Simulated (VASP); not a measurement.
Here is a VASP 6.6.1 calculation.

INCAR

```
  ALGO = Normal
  EDIFF = 1E-6
  ENCUT = 520
  GGA = CA
  ISIF = 2
  ISMEAR = 0
  LASPH = True
  LCHARG = False
  LREAL = False
  LWAVE = False
  NBANDS = 19
  NELM = 100
  PREC = Accurate
  SIGMA = 0.05
```

The input KPOINTS:

```
k-points
0
Gamma
  8 8 8
```

File POSCAR:

```
Ca2Si
1.0
    0.0000000000      3.5017259204      3.5017259204
    3.5017259204      0.0000000000      3.5017259204
    3.5017259204      3.5017259204      0.0000000000
Ca Si
2 1
Direct
    0.7267257627      0.7267257627      0.7732742373
    0.2732742373      0.2732742373      0.2267257627
    0.0000000000      0.0000000000      0.0000000000
```

Potentials or basis: VASP PAW LDA potentials, release 64 (Ca_sv, Si).

Run with:

```bash
$ cat potpaw_LDA.64/Ca_sv/POTCAR potpaw_LDA.64/Si/POTCAR > POTCAR
$ mpirun -np 1 vasp_std > vasp.out
```

**Question.** Estimate the largest force.

**Answer.** 0.954 eV/Å.

**Question.** What does it give for the pressure?

**Answer.** 0.5 GPa.

**Question.** Predict the band gap on the k mesh.

**Answer.** 0.28 eV (least direct gap 0.30 eV).

Forces on the atoms (eV/Å):
```
Ca   0.000  0.000  0.954
Ca   0.000  0.000 -0.954
Si   0.000  0.000  0.000
```

Caveat: the cell differs from its parent crystal (atoms displaced along a vibrational mode). A k mesh can miss the band edges.
